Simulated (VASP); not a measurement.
Set up this calculation in VASP 6.6.1, as the native input.

- Task: single point
- Functional: PBE
- Potentials or basis: VASP PAW PBE potentials, release 64 (F, Li_sv, I)
- Cutoff: 750 eV
- k mesh: 4 × 4 × 2
- Occupations: gaussian, width 0.01 eV
- Spin: no spin polarisation
- Dipole correction: no
- Further INCAR settings: ALGO = Normal; EDIFF = 1e-06; NBANDS = 18

The structure of Li2IF lies in POSCAR:

```
Li2IF
1.0
    3.8225019630      0.0000000000      0.0000000000
    0.0000000000      3.8225019630      0.0000000000
    0.0000000000      0.0000000000      5.0897569194
F Li I
1 2 1
Direct
    0.0000000000      0.0000000000      0.0000000000
    0.0000000000      0.0000000000      0.5000000000
    0.5000000000      0.5000000000      0.0000000000
    0.5000000000      0.5000000000      0.5000000000
```

One way to write it, as run:

INCAR

```
ALGO     = Normal         # electronic algorithm
EDIFF    = 1E-6           # SCF threshold, eV
ENCUT    = 750            # plane-wave cutoff, eV
GGA      = PE             # functional
GGA_COMPAT= F            
ISIF     = 2              # what is computed and relaxed
ISMEAR   = 0              # smearing method
LASPH    = T              # aspherical terms in the spheres
LCHARG   = F              # write CHGCAR
LREAL    = F              # projectors in reciprocal space
LWAVE    = F              # write WAVECAR
NBANDS   = 18             # bands
NELM     = 120            # most SCF steps
PREC     = Accurate       # precision mode
SIGMA    = 0.01           # smearing width, eV
```

KPOINTS

```
k-points
0
Gamma
  4 4 2
```

Potentials or basis: VASP PAW PBE potentials, release 64 (F, Li_sv, I).

Launch:

```sh
$ cat potpaw_PBE.64/F/POTCAR potpaw_PBE.64/Li_sv/POTCAR potpaw_PBE.64/I/POTCAR > POTCAR
$ mpirun -np 1 vasp_std > vasp.out
```

It gave:

```json
{
 "Pressure": "2.0 GPa",
 "Band gap on the k mesh": "4.09 eV"
}
```

Caveat: the k points lie up to 0.62 Å⁻¹ apart; spin-orbit coupling is left out, which moves the levels of the heavy elements.

Wall time 26 s on 1 thread of Intel(R) Xeon(R) Platinum 8175M CPU @ 2.50GHz (Skylake/Cascade Lake), with other jobs on the host, peak memory 0.25 GiB.
